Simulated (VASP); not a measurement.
# BaTe: single point with r2SCAN

Crystal: BaTe.

```
Ba Te
1.0
     3.46059    3.46059    0.00000
    -3.46059    3.46059    0.00000
     0.00000    3.46059    3.55036
Ba Te
1 1
Direct
  0.00000 0.00000 0.00000
  0.50000 0.50000 0.00000
```

This cell differs from its parent crystal: film at in-plane strain -0.02.

- Program: VASP 6.6.1
- Task: single point
- Functional: r2SCAN
- Potentials or basis: VASP PAW PBE potentials, release 64 (Ba_sv, Te)
- Cutoff: 520 eV
- k mesh: 6 × 6 × 6
- Occupations: gaussian, width 0.01 eV
- Spin: no spin polarisation
- Dipole correction: no
- Further INCAR settings: ALGO = Normal; EDIFF = 1e-07; NBANDS = 15

```yaml
Pressure: 1.6 GPa
Band_gap_on_the_k_mesh: 1.83 eV (least direct gap 2.20 eV)
```

Stress tensor (GPa, compression positive):
```
2.24 0.00 0.00
0.00 2.24 0.00
0.00 0.00 0.30
```

Levels at points of the mesh, in eV from the valence-band top:
```tsv
k point	band 4	band 5	band 6	band 7	band 8	band 9	band 10	band 11	band 12	band 13
(0.00, 0.00, 0.00)	-12.54	-9.86	-0.07	0.00	0.00	3.21	3.37	3.37	3.52	4.03
(0.50, 0.00, 0.00)	-12.55	-9.05	-2.27	-1.17	-1.16	4.63	5.26	5.37	5.44	7.40
(0.50, 0.50, 0.00)	-12.62	-9.64	-1.14	-0.46	-0.41	1.83	4.92	5.40	6.17	6.27
(0.00, 0.00, 0.50)	-12.62	-9.65	-1.25	-0.37	-0.37	1.83	4.90	5.40	6.20	6.28
```

Run time: 2.2 min on 1 thread of AMD EPYC 9R14 (Zen 4), with other jobs on the host, peak memory 0.21 GiB.

Caveat: the cell differs from its parent crystal (film at in-plane strain -0.02); the PAW data sets were made with another functional, which shifts forces and pressure a little; spin-orbit coupling is left out, which moves the levels of the heavy elements. A k mesh can miss the band edges.
